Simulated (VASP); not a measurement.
# Pt (I4/mmm) in VASP: a series of runs, part 2 of 3

VASP 6.6.1. The steps go on from the part before.

## 3. Single point, PBEsol

This run uses another cell than the first one, of the same volume but with other edges.

Input file INCAR:

```
SYSTEM = Pt
ALGO = Fast
EDIFF = 1E-6
ENCUT = 520
GGA = PS
ISIF = 2
ISMEAR = 0
LASPH = .TRUE.
LCHARG = .TRUE.
LELF = .TRUE.
LREAL = .FALSE.
LVHAR = .TRUE.
LWAVE = .FALSE.
NBANDS = 11
NELM = 80
PREC = Accurate
SIGMA = 0.15
```

Input file KPOINTS:

```
k-points
0
G
  24 24 24
  0 0 0
```

Input file POSCAR:

```
Pt
1.0
    0.0000000000      1.7939460944      2.3321299227
    1.7939460944      0.0000000000      2.3321299227
    1.7939460944      1.7939460944      0.0000000000
Pt
1
Direct
    0.0000000000      0.0000000000      0.0000000000
```

Potentials or basis: VASP PAW PBE potentials, release 64 (Pt).

The run is started by

```sh
$ cat potpaw_PBE.64/Pt/POTCAR > POTCAR
$ mpirun -np 1 vasp_std > vasp.out
```

OUTCAR:

```text
SYSTEM = Pt
   EDIFF = 1E-6
   ENCUT = 520
   GGA = PS
   ISIF = 2
   ISMEAR = 0
   LASPH = .TRUE.
   LREAL = .FALSE.
   NELM = 80
   PREC = Accurate

 ion  position               nearest neighbor table
   1  0.000  0.000  0.000-

  LATTYP: Found a body centered tetragonal cell.
 ALAT       =     2.5370228969
 C/A-ratio  =     1.8384776311

  Lattice vectors:

 A1 = (  -1.7939460944,   0.0000000000,   2.3321299227)
 A2 = (   1.7939460944,   0.0000000000,   2.3321299227)
 A3 = (   0.0000000000,   1.7939460944,  -2.3321299227)

Analysis of symmetry for initial positions (statically):
=====================================================================
 Subroutine PRICEL returns:
 Original cell was already a primitive cell.

 Routine SETGRP: Setting up the symmetry group for a
 body centered tetragonal supercell.

 Subroutine GETGRP returns: Found 16 space group operations
 (whereof 16 operations were pure point group operations)
 out of a pool of 16 trial point group operations.

The static configuration has the point symmetry D_4h.

Analysis of symmetry for dynamics (positions and initial velocities):
=====================================================================
 Subroutine PRICEL returns:
 Original cell was already a primitive cell.

 Routine SETGRP: Setting up the symmetry group for a
 body centered tetragonal supercell.

 Subroutine GETGRP returns: Found 16 space group operations
 (whereof 16 operations were pure point group operations)
 out of a pool of 16 trial point group operations.

The dynamic configuration has the point symmetry D_4h.

 Subroutine INISYM returns: Found 16 space group operations
 (whereof 16 operations are pure point group operations),
 and found     1 'primitive' translations

----------------------------------------------------------------------------------------

                                     Primitive cell

  volume of cell :      15.0107
[... 114 lines left out ...]
   AEXX    =    0.0000 exact exchange contribution
   IVDW    =     0    specifies the selected vdW correction
   LEPSILON=     F    determine dielectric tensor
   LRPA    =     F    only Hartree local field effects (RPA)
 non-spin polarized calculation
 RMM-DIIS sequential band-by-band and
 Gauss-broadening in eV      SIGMA  =   0.15
  energy-cutoff  :      520.00
  volume of cell :       15.01
 maximum number of plane-waves:       421
 NGX is ok and might be reduce to    24

 number of electron      10.0000000 magnetization

 number of electron       9.9999999 magnetization

 Free energy of the ion-electron system (eV)
  ---------------------------------------------------
  ext. energy  EPLUGINS =         0.00000000
  ---------------------------------------------------
  free energy    TOTEN  =        -6.63902788 eV

  energy without entropy =       -6.62148113  energy(sigma->0) =       -6.63025451

 E-fermi :  11.0687     XC(G=0): -13.6245

 val. band max:       11.0687122763   @ k =  -0.4167   0.0833   0.2917
 cond. band min:      11.0690593329   @ k =   0.2917   0.1667   0.0417
 fundamental gap:      0.0003470566
 Fermi energy:        11.0687135658

 k-point     1 :       0.0000    0.0000    0.0000
  band No.  band energies     occupation
      1       0.8611      2.00000
      2       5.2817      2.00000
      3       7.3169      2.00000
      4       8.8533      2.00000
      5       8.8533      2.00000
      6      11.2450      0.09659
      7      26.7979      0.00000
      8      26.8791      0.00000
      9      32.9072      0.00000
     10      32.9072      0.00000
     11      37.0563      0.00000
[... 309 lines left out ...]
 k-point    24 :       0.4583    0.0417    0.0000
  band No.  band energies     occupation
      1       3.9166      2.00000
      2       5.9095      2.00000
      3       8.7718      2.00000
      4      10.0458      2.00000
      5      10.8693      1.93989
      6      11.2715      0.05587
      7      18.4792      0.00000
      8      23.7175      0.00000
      9      30.7521      0.00000
     10      33.3376      0.00000
     11      35.2920      0.00000

 [... further k-points ...]

------------------------ aborting loop because EDIFF is reached ----------------------------------------

  FORCE on cell =-STRESS in cart. coord.  units (eV):
  Direction    XX          YY          ZZ          XY          YZ          ZX
  --------------------------------------------------------------------------------------
  -------------------------------------------------------------------------------------
  Total        2.6182975      2.6182975     -1.6745661      0.0000000      0.0000000      0.0000000
  in kB      279.4654035    279.4654035   -178.7357201      0.0000000      0.0000000      0.0000000
  external PRESSURE =     126.7316956 kB  Pullay stress =       0.0000000 kB

 VOLUME and BASIS-vectors are now :
 -----------------------------------------------------------------------------
  energy-cutoff  :      520.00
  volume of cell :       15.01
      direct lattice vectors                 reciprocal lattice vectors
     0.000000000  1.793946094  2.332129923    -0.278715175  0.278715175  0.214396289
     1.793946094  0.000000000  2.332129923     0.278715175 -0.278715175  0.214396289
     1.793946094  1.793946094  0.000000000     0.278715175  0.278715175 -0.214396289

 POSITION                                       TOTAL-FORCE (eV/Angst)
 -----------------------------------------------------------------------------------
      0.00000      0.00000      0.00000         0.000000      0.000000      0.000000
 -----------------------------------------------------------------------------------
    total drift:                                0.000000      0.000000     -0.000000

  FREE ENERGIE OF THE ION-ELECTRON SYSTEM (eV)
  ---------------------------------------------------
  free  energy   TOTEN  =        -6.6390278812 eV

  energy  without entropy=       -6.6214811349  energy(sigma->0) =       -6.63025451
```

OSZICAR:

```text
N       E                     dE             d eps       ncg     rms          rms(c)
DAV:   1     0.393777584671E+02    0.39378E+02   -0.53983E+03 23858   0.848E+02
DAV:   2    -0.642647464706E+01   -0.45804E+02   -0.43963E+02 26726   0.177E+02
DAV:   3    -0.703246702179E+01   -0.60599E+00   -0.60260E+00 27437   0.195E+01
DAV:   4    -0.703489586775E+01   -0.24288E-02   -0.24287E-02 26870   0.144E+00
DAV:   5    -0.703491493755E+01   -0.19070E-04   -0.19069E-04 27509   0.117E-01    0.139E+01
RMM:   6    -0.668679483981E+01    0.34812E+00   -0.32653E-01 23505   0.484E+00    0.732E+00
RMM:   7    -0.664316911768E+01    0.43626E-01   -0.70884E-02 24831   0.240E+00    0.250E+00
RMM:   8    -0.663923591780E+01    0.39332E-02   -0.88609E-03 25108   0.857E-01    0.527E-01
RMM:   9    -0.663901817459E+01    0.21774E-03   -0.90186E-04 27739   0.258E-01    0.919E-02
RMM:  10    -0.663902801426E+01   -0.98397E-05   -0.13818E-04 27337   0.918E-02    0.650E-02
RMM:  11    -0.663902883921E+01   -0.82495E-06   -0.23818E-05 28223   0.336E-02    0.100E-02
RMM:  12    -0.663902776828E+01    0.10709E-05   -0.84620E-06 25832   0.228E-02    0.186E-03
RMM:  13    -0.663902788115E+01   -0.11288E-06   -0.16268E-06 19399   0.851E-03
   1 F= -.66390279E+01 E0= -.66302545E+01  d E =-.175467E-01
```

stdout:

```text
POSCAR found type information on POSCAR Pt
 POSCAR found :  1 types and       1 ions
 scaLAPACK will be used
 -----------------------------------------------------------------------------
|                                                                             |
|                                                                             |
|     You enforced a specific xc type in the INCAR file but a different       |
|     I HOPE YOU KNOW WHAT YOU ARE DOING!                                     |
|                                                                             |
 -----------------------------------------------------------------------------

 LDA part: xc-table for (Slater+PW92), standard interpolation
 POSCAR, INCAR and KPOINTS ok, starting setup
 FFT: planning ... GRIDC
 FFT: planning ... GRID_SOFT
 FFT: planning ... GRID
 WAVECAR not read
 entering main loop
```

Wall time 54 s (1 thread of Intel Xeon 6975P-C (Granite Rapids), shared host); peak memory 0.28 GiB.

What came out:

```yaml
Free_energy: -6.6390 eV
Pressure: 12.7 GPa
Band_gap_on_the_k_mesh: zero (bands 5 and 6 overlap by 4.17 eV)
```

Stress tensor (GPa, compression positive):
```
 27.95   0.00   0.00
  0.00  27.95   0.00
  0.00   0.00 -17.87
```

Caveat: the cell stands under pressure; the PAW data sets were made with another functional, which shifts forces and pressure a little; spin-orbit coupling is left out, which moves the levels of the heavy elements.

## 4. Single point, PBEsol

This run uses another cell than the first one, of the same volume but with other edges.

Input file INCAR:

```
  PREC = Accurate
  ENCUT = 520
  EDIFF = 1E-7
  ISMEAR = 0
  SIGMA = 0.15
  LREAL = F
  LASPH = T
  NELM = 100
  ALGO = Fast
  ISIF = 2
  LWAVE = F
  LCHARG = F
  GGA = PS
  NBANDS = 11
```

Input file KPOINTS:

```
Automatic mesh
0
Gamma
  24 24 24
```

Input file POSCAR:

```
Pt
1.0
    0.0000000000      2.0130809107      1.8520344378
    2.0130809107      0.0000000000      1.8520344378
    2.0130809107      2.0130809107      0.0000000000
Pt
1
Direct
    0.0000000000      0.0000000000      0.0000000000
```

The run is started by

```sh
$ cat potpaw_PBE.64/Pt/POTCAR > POTCAR
$ mpirun -np 1 vasp_std > vasp.out
```

Wall time 65 s (1 thread of Intel Xeon 6975P-C (Granite Rapids), shared host); peak memory 0.29 GiB.

It converged, with:

| Quantity | Value |
| --- | --- |
| Free energy | -6.9560 eV |
| Pressure | 0.8 GPa |
| Band gap on the k mesh | zero (bands 5 and 6 overlap by 2.64 eV) |

Stress tensor (GPa, compression positive):
```
-1.27  0.00  0.00
 0.00 -1.27  0.00
 0.00  0.00  4.92
```

Levels at points of the mesh, in eV from the Fermi level:
| k point | band 1 | band 2 | band 3 | band 4 | band 5 | band 6 | band 7 | band 8 | band 9 | band 10 |
| --- | --- | --- | --- | --- | --- | --- | --- | --- | --- | --- |
| (0.00, 0.00, 0.00) | -10.31 | -4.06 | -4.06 | -3.14 | -2.19 | -1.11 | 14.77 | 18.90 | 18.90 | 21.23 |
| (0.50, 0.00, 0.00) | -7.37 | -4.34 | -3.34 | -0.51 | -0.18 | 0.34 | 5.93 | 14.06 | 18.24 | 20.05 |
| (0.50, 0.50, 0.00) | -7.04 | -6.67 | 0.04 | 0.56 | 0.56 | 2.89 | 10.38 | 10.40 | 10.40 | 19.47 |
| (0.50, 0.00, 0.50) | -7.17 | -6.60 | -0.02 | 0.13 | 0.85 | 1.22 | 8.25 | 11.65 | 12.27 | 20.80 |

Caveat: the PAW data sets were made with another functional, which shifts forces and pressure a little; spin-orbit coupling is left out, which moves the levels of the heavy elements.

[end of part 2 of 3]
